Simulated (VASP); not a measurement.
Here is a VASP 6.6.1 calculation.

File INCAR:

```
ALGO = Normal
EDIFF = 1E-6
EDIFFG = -0.01
ENCUT = 600
GGA = PE
IBRION = 2
ISIF = 3
ISMEAR = 0
LASPH = True
LCHARG = False
LREAL = False
LWAVE = False
NELM = 100
NSW = 100
PREC = Accurate
SIGMA = 0.1
```

The input KPOINTS:

```
k-points
0
Gamma
  12 12 6
```

POSCAR

```
Be7S
1.0
    3.7425035429      0.0000000000      0.0000000000
   -1.8712517714      3.2411031419      0.0000000000
    0.0000000000      0.0000000000      6.5923845119
Be S
7 1
Direct
    0.0039684112      0.3376005734      0.3565977672
    0.6623994266      0.9960315888      0.6434022328
    0.0039684112      0.6663678378      0.6434022328
    0.6623994266      0.6663678378      0.3565977672
    0.3336321622      0.9960315888      0.3565977672
    0.3336321622      0.3376005734      0.6434022328
    0.3333333333      0.6666666667      0.0000000000
    0.0000000000      0.0000000000      0.0000000000
```

Potentials or basis: VASP PAW PBE potentials, release 64 (Be, S).

Launch:

```sh
$ cat potpaw_PBE.64/Be/POTCAR potpaw_PBE.64/S/POTCAR > POTCAR
$ mpirun -np 1 vasp_std > vasp.out
```

Q: What does it give for the band gap on the k mesh?

A: Zero (bands 10 and 11 overlap by 2.02 eV).

Q: What does it give for the space group after relaxing (to 0.1 Å)?

A: P312 (No. 149).

Q: Estimate the relaxed volume.

A: 10.17 Å³/atom.

The path:
```
step  energy change (eV)  largest force (eV/Å)  pressure (GPa)  volume (Å³)
   1              0.0000                0.0940            0.27        79.96
   2             -0.0043                0.0312            0.18        80.16
   3             -0.0058                0.0597            0.12        80.36
   4             -0.0074                0.0379            0.11        80.54
   5             -0.0085                0.0346            0.12        80.83
   6             -0.0085                0.0381            0.13        80.87
   7             -0.0092                0.0206           -0.04        81.13
   8             -0.0093                0.0123           -0.19        81.40
   9             -0.0095                0.0116            0.07        81.35
  10             -0.0095                0.0093            0.02        81.36
```
